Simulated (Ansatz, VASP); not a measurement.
H5C4N3 in VASP and in Ansatz

```xyz
24
Lattice="5.2177 0.0000 -0.0009 0.0000 7.7067 0.0000 -2.6089 0.0000 5.8288" Properties=species:S:1:pos:R:3 pbc="T T T"
H    -0.2070    1.4330    2.9142
H     2.8159    5.2864    2.9137
H     0.8840    1.9683    4.9955
H     1.7249    5.8217    0.8324
H     1.8227    3.2045    4.1444
H     0.7862    7.0579    1.6835
H     0.8836    1.9684    0.8329
H     1.7252    5.8217    4.9950
H     1.8229    3.2042    1.6838
H     0.7859    7.0576    4.1441
C     0.8601    2.6743    4.1528
C     1.7487    6.5276    1.6751
C     0.8602    2.6743    1.6756
C     1.7487    6.5277    4.1523
C    -0.2076    3.6474    4.4367
C     2.8165    7.5008    1.3912
C    -0.2074    3.6477    1.3919
C     2.8162    7.5011    4.4360
N     0.6861    1.9316    2.9142
N     1.9228    5.7849    2.9137
N    -1.0964    4.3729    4.6232
N     3.7052    0.5195    1.2047
N     4.1214    4.3730    1.2047
N    -1.5126    0.5196    4.6232
```

Alike in both runs: functional PBE; dispersion D3(BJ); k mesh 4 × 4 × 4; occupations gaussian, width 0.02 eV; no spin polarisation.

Ansatz relaxed the structure, and its values are those at the end. VASP's run is a single point on that final structure, the one shown.

|  | VASP | Ansatz |
| --- | --- | --- |
| version | VASP 6.6.1 | Ansatz 0.2.0 |
| potentials or method | VASP PAW PBE potentials, release 64 (H, C, N), cutoff 520 eV | scalar-relativistic, plane waves, PAW |
| valence electrons in the cell | 72 | 72 |

VASP gave:

| Item | Value |
| --- | --- |
| gap on the k mesh at the Fermi level (eV) | 4.29 |
| least direct gap on the mesh (eV) | 4.33 |
| pressure (GPa) | 0.3 |
| rms of the force components (eV/Å) | 0.137 |

Question: Which values does Ansatz return?

Answer: gap on the k mesh at the Fermi level (eV): 4.30; least direct gap on the mesh (eV): 4.34; pressure (GPa): 0.0; rms of the force components (eV/Å): 0.002.

One of these differences is far larger than is usual between the two programs; its cause wasn't traced.

Noted on VASP's run: the standard files for N, O and F lose accuracy on very short bonds.
